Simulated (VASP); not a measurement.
Input of a VASP 6.6.1 run:

Contents of INCAR:

```
PREC     = Accurate       # precision mode
ENCUT    = 520            # plane-wave cutoff, eV
EDIFF    = 1E-7           # SCF threshold, eV
ISMEAR   = -1             # smearing method
SIGMA    = 0.05           # smearing width, eV
LREAL    = False          # projectors in reciprocal space
LASPH    = True           # aspherical terms in the spheres
NELM     = 150            # most SCF steps
ALGO     = Normal         # electronic algorithm
ISIF     = 2              # what is computed and relaxed
LWAVE    = False          # write WAVECAR
LCHARG   = True           # write CHGCAR
ISPIN    = 2              # spin polarisation
MAGMOM   = 4 4 0 0 0 0    # initial moments
LORBIT   = 11             # projections on sites
LMAXMIX  = 4              # l up to which the mixer works
GGA      = PE             # functional
LELF     = True           # ELF
LVHAR    = True         
NBANDS   = 38             # bands
```

KPOINTS

```
Automatic mesh
0
Gamma
  5 5 8
```

The input POSCAR:

```
MnO2
1.0
    4.4004184607      0.0000000000      0.0000000000
    0.0000000000      4.4004184607      0.0000000000
    0.0000000000      0.0000000000      2.8670779400
Mn O
2 4
Direct
    0.5000000000      0.5000000000      0.5000000000
    0.0000000000      0.0000000000      0.0000000000
    0.8049161500      0.1950838500      0.5000000000
    0.6950838500      0.6950838500      0.0000000000
    0.1950838500      0.8049161500      0.5000000000
    0.3049161500      0.3049161500      0.0000000000
```

Potentials or basis: VASP PAW PBE potentials, release 64 (Mn_pv, O).

Command:

```console
$ cat potpaw_PBE.64/Mn_pv/POTCAR potpaw_PBE.64/O/POTCAR > POTCAR
$ mpirun -np 1 vasp_std > vasp.out
```

Task: What does it give for the largest force?

Result: 0.029 eV/Å.

Task: Predict the band gap on the k mesh.

Result: Zero (filled and empty bands overlap).

Task: What does it give for the site moments?

Result: Mn +2.69; O +0.10 μB.

Stress tensor (GPa, compression positive):
```
7.28 0.00 0.00
0.00 7.28 0.00
0.00 0.00 6.49
```

Caveat: the cell stands under pressure; semilocal functionals often make such compounds metallic where correlation or magnetic order opens a gap, which also shifts bond lengths; only a ferromagnetic start was run, and an antiferromagnetic order may lie lower in energy. With open d or f shells a metallic result of PBE can be an artefact of self-interaction; +U or a hybrid may open a gap.
